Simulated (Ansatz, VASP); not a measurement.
**Zn: VASP beside Ansatz**

The input INCAR:

```
SYSTEM = Zn
PREC     = Accurate       ! precision mode
ENCUT    = 520            ! plane-wave cutoff, eV
EDIFF    = 1E-6           ! SCF threshold, eV
ISMEAR   = 0              ! smearing method
SIGMA    = 0.15           ! smearing width, eV
LREAL    = .False.        ! projectors in reciprocal space
LASPH    = .True.         ! aspherical terms in the spheres
NELM     = 100            ! most SCF steps
ALGO     = Fast           ! electronic algorithm
ISIF     = 2              ! what is computed and relaxed
LWAVE    = .False.        ! write WAVECAR
LCHARG   = .False.        ! write CHGCAR
GGA      = PS             ! functional
NBANDS   = 12             ! bands
```

Contents of KPOINTS:

```
Automatic mesh
0
Gamma
  22 22 22
  0 0 0
```

File POSCAR:

```
Zn
1.0
   -1.9874197531      1.5962071496      1.5962071496
    1.5962071496     -1.9874197531      1.5962071496
    1.5962071496      1.5962071496     -1.9874197531
Zn
1
Direct
    0.0000000000      0.0000000000      0.0000000000
```

Input for Ansatz:

```yaml
crystal:
  lattice:
    - [-1.9874197531, 1.5962071496, 1.5962071496]
    - [1.5962071496, -1.9874197531, 1.5962071496]
    - [1.5962071496, 1.5962071496, -1.9874197531]
  atoms:
    - { symbol: Zn, position: [0.0, 0.0, 0.0] }
basis:
  ecutwfc: 520.0
kpoints:
  mp_grid: { grid: [22, 22, 22] }
hamiltonian:
  xc: pbesol
scf:
  occupations: { method: gaussian, width: 0.15 }
output:
  forces: true
  stress: true
  eigenvalues: true
```

Alike in both runs: task single point; functional PBEsol; k mesh 22 × 22 × 22; occupations gaussian, width 0.15 eV; no spin polarisation.

|  | VASP | Ansatz |
| --- | --- | --- |
| version | VASP 6.6.1 | Ansatz 0.2.0 |
| potentials or method | VASP PAW PBE potentials, release 64 (Zn), cutoff 520 eV | scalar-relativistic, plane waves, PAW |
| valence electrons in the cell | 12 | 12 |

|  | VASP | Ansatz | Ansatz less VASP |
| --- | --- | --- | --- |
| gap on the k mesh at the Fermi level (eV) | none | none | - |
| pressure (GPa) | 21.4 | 21.0 | -0.34 |
| traceless stress, the component that is largest in VASP (GPa) | 28.36 | 27.79 | -0.571 |

VASP's potentials were made for PBE, not for PBEsol. A gap of «none» marks a metal or a gap that the smearing closes.
